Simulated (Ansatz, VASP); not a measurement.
# AlH8 in VASP and in Ansatz

Contents of INCAR:

```
ALGO     = Normal         # electronic algorithm
EDIFF    = 1E-6           # SCF threshold, eV
EDIFFG   = -0.04          # ionic threshold
ENCUT    = 600            # plane-wave cutoff, eV
GGA      = PE             # functional
IBRION   = 2              # ionic algorithm
ISIF     = 3              # what is computed and relaxed
ISMEAR   = 0              # smearing method
LASPH    = T              # aspherical terms in the spheres
LCHARG   = F              # write CHGCAR
LREAL    = F              # projectors in reciprocal space
LWAVE    = F              # write WAVECAR
NELM     = 60             # most SCF steps
NSW      = 90             # ionic steps
PREC     = Accurate       # precision mode
SIGMA    = 0.1            # smearing width, eV
```

Contents of KPOINTS:

```
k-points
0
Gamma
  6 6 4
```

Contents of POSCAR:

```
AlH8
1.0
    4.1275370600      0.0000000000      0.0000000000
   -2.0637685300      3.5745519500      0.0000000000
    0.0000000000      0.0000000000      4.8303043800
Al H
1 8
Direct
    0.0000000000      0.0000000000      0.5000000000
    0.8216866000      0.1783134000      0.5000000000
    0.8216866000      0.6433732100      0.5000000000
    0.3566267900      0.1783134000      0.5000000000
    0.0000000000      0.0000000000      0.7604372600
    0.0000000000      0.0000000000      0.2395627400
    0.6666666700      0.3333333300      0.0000000000
    0.3333333300      0.6666666700      0.3893679300
    0.3333333300      0.6666666700      0.6106320700
```

Input for Ansatz:

```yaml
crystal:
  lattice:
    - [4.12753706, 0.0, 0.0]
    - [-2.06376853, 3.57455195, 0.0]
    - [0.0, 0.0, 4.83030438]
  atoms:
    - { symbol: Al, position: [0.0, 0.0, 0.5] }
    - { symbol: H, position: [0.8216866, 0.1783134, 0.5] }
    - { symbol: H, position: [0.8216866, 0.64337321, 0.5] }
    - { symbol: H, position: [0.35662679, 0.1783134, 0.5] }
    - { symbol: H, position: [0.0, 0.0, 0.76043726] }
    - { symbol: H, position: [0.0, 0.0, 0.23956274] }
    - { symbol: H, position: [0.66666667, 0.33333333, 0.0] }
    - { symbol: H, position: [0.33333333, 0.66666667, 0.38936793] }
    - { symbol: H, position: [0.33333333, 0.66666667, 0.61063207] }
basis:
  ecutwfc: 420
kpoints:
  mp_grid: { grid: [6, 6, 4] }
hamiltonian:
  xc: pbe
scf:
  occupations: { method: gaussian, width: 0.1 }
  lower_state_search: "off"
output:
  forces: true
  stress: true
  eigenvalues: true
relax:
  adjacent_minimum: "off"
  f_tol: 0.04
  max_steps: 70
  cell: { stress_tol: 0.4 }
```

Alike in both runs: task relaxation of cell and atoms; functional PBE; k mesh 6 × 6 × 4; occupations gaussian, width 0.1 eV; no spin polarisation.

|  | VASP | Ansatz |
| --- | --- | --- |
| version | VASP 6.6.1 | Ansatz 0.2.0 |
| potentials or method | VASP PAW PBE potentials, release 64 (Al, H), cutoff 600 eV | scalar-relativistic, plane waves, PAW |
| valence electrons in the cell | 11 | 11 |

|  | VASP | Ansatz | Ansatz less VASP |
| --- | --- | --- | --- |
| gap on the k mesh at the Fermi level, each at its own relaxed structure (eV) | none | none | - |
| relaxed volume (Å³/atom) | 14.87 | 18.29 | +3.423 |
| relaxed length of the cell vector where the two differ most in proportion (Å) | 5.479 | 5.919 | +0.4396 |

A gap of «none» marks a metal or a gap that the smearing closes. One of these differences is far larger than is usual between the two programs; its cause wasn't traced.

Noted on VASP's run: the volume moved by over 15 % at a fixed basis, so the end points are rough.
